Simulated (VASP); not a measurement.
# GaP (zinc blende) (F-43m) in VASP: single point with PBEsol

Aim: the single point of GaP (zinc blende) with PBEsol.

Program: VASP 6.6.1. These are calculated values, not measurements. Logs are shortened: lines on timing, memory, paths and dates and some standing lists are left out, and cuts for length are marked.

### Step 1. The cell of the first run

The structure is cubic, space group F-43m (No. 216). Conventional cell: a = 5.522 Å, b = 5.522 Å, c = 5.522 Å, α = 90.00°, β = 90.00°, γ = 90.00°. Ga (site symmetry -43m) has 4 P at 2.39 Å within 3.2 Å. P (site symmetry -43m) has 4 Ga at 2.39 Å within 3.2 Å.

### Step 2. Single point, PBEsol (volume scaled by 1.04)

The input, INCAR:

```
SYSTEM = GaP
ALGO = Normal
EDIFF = 1E-6
ENCUT = 520
GGA = PS
ISIF = 2
ISMEAR = 0
LASPH = .True.
LCHARG = .False.
LREAL = .False.
LWAVE = .False.
NBANDS = 16
NELM = 80
PREC = Accurate
SIGMA = 0.01
```

The input, KPOINTS:

```
k-points
0
Gamma
  10 10 10
  0 0 0
```

The input, POSCAR:

```
GaP
1.0
    0.0000000000      2.7608593754      2.7608593754
    2.7608593754      0.0000000000      2.7608593754
    2.7608593754      2.7608593754      0.0000000000
Ga P
1 1
Direct
    0.0000000000      0.0000000000      0.0000000000
    0.2500000000      0.2500000000      0.2500000000
```

Potentials or basis: VASP PAW PBE potentials, release 64 (Ga_d, P).

Started as:

```console
$ cat potpaw_PBE.64/Ga_d/POTCAR potpaw_PBE.64/P/POTCAR > POTCAR
$ mpirun -np 1 vasp_std > vasp.out
```

OUTCAR:

```text
SYSTEM = GaP
   EDIFF = 1E-6
   ENCUT = 520
   GGA = PS
   ISIF = 2
   ISMEAR = 0
   LASPH = .True.
   LREAL = .False.
   NELM = 80
   PREC = Accurate

 ion  position               nearest neighbor table
   1  0.000  0.000  0.000-   2 2.39   2 2.39   2 2.39   2 2.39
   2  0.250  0.250  0.250-   1 2.39   1 2.39   1 2.39   1 2.39

  LATTYP: Found a face centered cubic cell.
 ALAT       =     5.5217187508

  Lattice vectors:

 A1 = (   0.0000000000,   2.7608593754,   2.7608593754)
 A2 = (   2.7608593754,   0.0000000000,   2.7608593754)
 A3 = (   2.7608593754,   2.7608593754,   0.0000000000)

Analysis of symmetry for initial positions (statically):
=====================================================================
 Subroutine PRICEL returns:
 Original cell was already a primitive cell.

 Routine SETGRP: Setting up the symmetry group for a
 face centered cubic supercell.

 Subroutine GETGRP returns: Found 24 space group operations
 (whereof 24 operations were pure point group operations)
 out of a pool of 48 trial point group operations.

The static configuration has the point symmetry T_d .

Analysis of symmetry for dynamics (positions and initial velocities):
=====================================================================
 Subroutine PRICEL returns:
 Original cell was already a primitive cell.

 Routine SETGRP: Setting up the symmetry group for a
 face centered cubic supercell.

 Subroutine GETGRP returns: Found 24 space group operations
 (whereof 24 operations were pure point group operations)
 out of a pool of 48 trial point group operations.

The dynamic configuration has the point symmetry T_d .

 Subroutine INISYM returns: Found 24 space group operations
 (whereof 24 operations are pure point group operations),
 and found     1 'primitive' translations

----------------------------------------------------------------------------------------

                                     Primitive cell

  volume of cell :      42.0884

  direct lattice vectors                    reciprocal lattice vectors
     0.000000000  2.760859375  2.760859375    -0.181103031  0.181103031  0.181103031
     2.760859375  0.000000000  2.760859375     0.181103031 -0.181103031  0.181103031
     2.760859375  2.760859375  0.000000000     0.181103031  0.181103031 -0.181103031

  length of vectors
     3.904444772  3.904444772  3.904444772     0.313679650  0.313679650  0.313679650

  position of ions in fractional coordinates (direct lattice)
     0.000000000  0.000000000  0.000000000
     0.250000000  0.250000000  0.250000000

  ion indices of the primitive-cell ions
   primitive index   ion index
                 1           1
                 2           2

----------------------------------------------------------------------------------------

 KPOINTS: k-points

Automatic generation of k-mesh.
 Grid dimensions read from file:
 generate k-points for:   10   10   10

 Generating k-lattice:

  Cartesian coordinates                     Fractional coordinates (reciprocal lattice)
    -0.018110303  0.018110303  0.018110303     0.100000000  0.000000000  0.000000000
     0.018110303 -0.018110303  0.018110303     0.000000000  0.100000000  0.000000000
     0.018110303  0.018110303 -0.018110303     0.000000000  0.000000000  0.100000000

  Length of vectors
     0.031367965  0.031367965  0.031367965

  Shift w.r.t. Gamma in fractional coordinates (k-lattice)
     0.000000000  0.000000000  0.000000000

 Subroutine IBZKPT returns following result:
 ===========================================

 Found     47 irreducible k-points:

 Following reciprocal coordinates:
            Coordinates               Weight
  0.000000  0.000000  0.000000      1.000000
  0.100000  0.000000  0.000000      8.000000
  0.200000  0.000000  0.000000      8.000000
  0.300000  0.000000  0.000000      8.000000
  0.400000  0.000000  0.000000      8.000000
  0.500000  0.000000  0.000000      4.000000
[... 16 lines left out ...]
  0.300000  0.300000  0.000000      6.000000
  0.400000  0.300000  0.000000     24.000000
 [... further k-points ...]
   k-points           NKPTS =     47   k-points in BZ     NKDIM =     47   number of bands    NBANDS=     16
   number of dos      NEDOS =    301   number of ions     NIONS =      2
   total plane-waves  NPLWV =  27000
   dimension x,y,z NGX =    30 NGY =   30 NGZ =   30
   dimension x,y,z NGXF=    60 NGYF=   60 NGZF=   60
   ions per type =               1   1
   NGX,Y,Z   is equivalent  to a cutoff of  12.77, 12.77, 12.77 a.u.
   NGXF,Y,Z  is equivalent  to a cutoff of  25.55, 25.55, 25.55 a.u.
 SYSTEM =  GaP
   PREC   = accura    normal or accurate (medium, high low for compatibility)
   ISTART =      0    job   : 0-new  1-cont  2-samecut
   ICHARG =      2    charge: 1-file 2-atom 10-const
   ISPIN  =      1    spin polarized calculation?
   LNONCOLLINEAR =      F non collinear calculations
   LSORBIT =      F    spin-orbit coupling
   LASPH  =      T    aspherical Exc in radial PAW
   ENCUT  =  520.0 eV  38.22 Ry    6.18 a.u.   7.26  7.26  7.26*2*pi/ulx,y,z
   NELM   =     80;   NELMIN=  2; NELMDL= -5     # of ELM steps
   EDIFF  = 0.1E-05   stopping-criterion for ELM
   LREAL  =      F    real-space projection
   EDIFFG = 0.1E-04   stopping-criterion for IOM
   NSW    =      0    number of steps for IOM
   IBRION =     -1    ionic relax: 0-MD 1-quasi-New 2-CG
   NFREE  =      0    steps in history (QN), initial steepest desc. (CG)
   ISIF   =      2    stress and relaxation
   ISYM   =      2    0-nonsym 1-usesym 2-fastsym
   POTIM  = 0.5000    time-step for ionic-motion
   TEBEG  =    0.0;   TEEND  =   0.0 temperature during run
   PSTRESS=    0.0 pullay stress
   NELECT =      18.0000    total number of electrons
   NUPDOWN=      -1.0000    fix difference up-down
   EMIN   =  10.00;   EMAX   =-10.00  energy-range for DOS
   EFERMI =   0.00;   METHOD = LEGACY
   ISMEAR =     0;   SIGMA  =   0.01  broadening in eV -4-tet -1-fermi 0-gaus
   EFERMI_NEDOS =   21; number of points for ismear=-14 and -15
   IALGO  =     38    algorithm
   IMIX   =      4    mixing-type and parameters
     AMIX     =   0.40;   BMIX     =  1.00
     AMIX_MAG =   1.60;   BMIX_MAG =  1.00
  volume/ion in A,a.u.               =      21.04       142.01
  Fermi-wavevector in a.u.,A,eV,Ry     =   1.233421  2.330828 20.698919  1.521328
  Thomas-Fermi vector in A             =   2.368152
   LORBIT       =      0    0 simple, 1 ext, 2 COOP (PROOUT), +10 PAW based schemes
   GGA     = PS    functional components
   LHFCALC =     F    Hartree Fock is set to
   AEXX    =    0.0000 exact exchange contribution
   IVDW    =     0    specifies the selected vdW correction
   LEPSILON=     F    determine dielectric tensor
   LRPA    =     F    only Hartree local field effects (RPA)
 non-spin polarized calculation
 Gauss-broadening in eV      SIGMA  =   0.01
  energy-cutoff  :      520.00
  volume of cell :       42.09
 maximum number of plane-waves:      1158
 NGX is ok and might be reduce to    30
   NGX = 15   NGY = 15   NGZ = 15

 number of electron      18.0000007 magnetization

 Free energy of the ion-electron system (eV)
  ---------------------------------------------------
  ext. energy  EPLUGINS =         0.00000000
  ---------------------------------------------------
  free energy    TOTEN  =        -9.90164037 eV

  energy without entropy =       -9.90164037  energy(sigma->0) =       -9.90164037

 E-fermi :   4.2907     XC(G=0):  -9.8466

 val. band max:        4.1775581627   @ k =   0.0000   0.0000   0.0000
 cond. band min:       5.6117235321   @ k =   0.0000   0.0000   0.0000
 fundamental gap:      1.4341653694
 Fermi energy:         4.2906806146

 k-point     1 :       0.0000    0.0000    0.0000
  band No.  band energies     occupation
      1     -10.2991      2.00000
      2     -10.2991      2.00000
      3     -10.2991      2.00000
      4     -10.2097      2.00000
      5     -10.2097      2.00000
      6      -8.0584      2.00000
[... 8 lines left out ...]
     15      13.8926      0.00000
     16      13.8926      0.00000

 k-point     2 :       0.1000    0.0000    0.0000
  band No.  band energies     occupation
      1     -10.3066      2.00000
      2     -10.2964      2.00000
      3     -10.2964      2.00000
      4     -10.2098      2.00000
      5     -10.2098      2.00000
      6      -7.9340      2.00000
[... 8 lines left out ...]
     15      13.4136      0.00000
     16      13.4136      0.00000

 k-point     3 :       0.2000    0.0000    0.0000
  band No.  band energies     occupation
      1     -10.3253      2.00000
      2     -10.2897      2.00000
      3     -10.2897      2.00000
      4     -10.2094      2.00000
      5     -10.2094      2.00000
      6      -7.5734      2.00000
[... 8 lines left out ...]
     15      12.9866      0.00000
     16      13.9348      0.00000

 k-point     4 :       0.3000    0.0000    0.0000
  band No.  band energies     occupation
      1     -10.3468      2.00000
      2     -10.2827      2.00000
      3     -10.2827      2.00000
      4     -10.2075      2.00000
      5     -10.2075      2.00000
      6      -7.0222      2.00000
[... 8 lines left out ...]
     15      13.3722      0.00000
     16      13.5969      0.00000
[... 324 lines left out ...]
 k-point    22 :      -0.2000    0.2000    0.0000
  band No.  band energies     occupation
      1     -10.3521      2.00000
      2     -10.2783      2.00000
      3     -10.2774      2.00000
      4     -10.2128      2.00000
      5     -10.2059      2.00000
      6      -6.8331      2.00000
[... 8 lines left out ...]
     15      15.1851      0.00000
     16      15.8874      0.00000

 k-point    23 :       0.3000    0.3000    0.0000
  band No.  band energies     occupation
      1     -10.3725      2.00000
      2     -10.2619      2.00000
      3     -10.2619      2.00000
      4     -10.2288      2.00000
      5     -10.1972      2.00000
      6      -6.6613      2.00000
[... 8 lines left out ...]
     15      15.2197      0.00000
     16      17.4788      0.00000

 k-point    24 :       0.4000    0.3000    0.0000
  band No.  band energies     occupation
      1     -10.3833      2.00000
      2     -10.2567      2.00000
      3     -10.2549      2.00000
      4     -10.2312      2.00000
      5     -10.1953      2.00000
      6      -6.1659      2.00000
[... 8 lines left out ...]
     15      15.8525      0.00000
     16      17.5365      0.00000

 [... further k-points ...]
[... 5 lines left out ...]
  --------------------------------------------------------------------------------------
  -------------------------------------------------------------------------------------
  Total       -0.9359300     -0.9359300     -0.9359300     -0.0000000      0.0000000      0.0000000
  in kB      -35.6279726    -35.6279726    -35.6279726     -0.0000000      0.0000000      0.0000000
  external PRESSURE =     -35.6279726 kB  Pullay stress =       0.0000000 kB

 VOLUME and BASIS-vectors are now :
 -----------------------------------------------------------------------------
  energy-cutoff  :      520.00
  volume of cell :       42.09
      direct lattice vectors                 reciprocal lattice vectors
     0.000000000  2.760859375  2.760859375    -0.181103031  0.181103031  0.181103031
     2.760859375  0.000000000  2.760859375     0.181103031 -0.181103031  0.181103031
     2.760859375  2.760859375  0.000000000     0.181103031  0.181103031 -0.181103031

 POSITION                                       TOTAL-FORCE (eV/Angst)
 -----------------------------------------------------------------------------------
      0.00000      0.00000      0.00000        -0.000000      0.000000      0.000000
      1.38043      1.38043      1.38043         0.000000     -0.000000     -0.000000
 -----------------------------------------------------------------------------------
    total drift:                                0.000000      0.000000      0.000000

  FREE ENERGIE OF THE ION-ELECTRON SYSTEM (eV)
  ---------------------------------------------------
  free  energy   TOTEN  =        -9.9016403735 eV

  energy  without entropy=       -9.9016403735  energy(sigma->0) =       -9.90164037
```

It took 17 s on 1 thread of Intel Xeon Platinum 8488C (Sapphire Rapids), shared host; peak memory 0.18 GiB.

Results:

| Property | Result |
| --- | --- |
| Free energy | -9.9016 eV |
| Pressure | -3.6 GPa |
| Band gap on the k mesh | 1.43 eV, direct |

Levels at points of the mesh, in eV from the valence-band top:
| k point | band 7 | band 8 | band 9 | band 10 | band 11 | band 12 |
| --- | --- | --- | --- | --- | --- | --- |
| (0.00, 0.00, 0.00) | 0.00 | 0.00 | 0.00 | 1.43 | 3.84 | 3.84 |
| (0.50, 0.00, 0.00) | -6.48 | -1.07 | -1.07 | 1.47 | 4.66 | 4.66 |
| (0.50, 0.50, 0.00) | -6.63 | -2.58 | -2.58 | 1.60 | 1.75 | 10.26 |

Caveat: the PAW data sets were made with another functional, which shifts forces and pressure a little. A k mesh can miss the band edges.
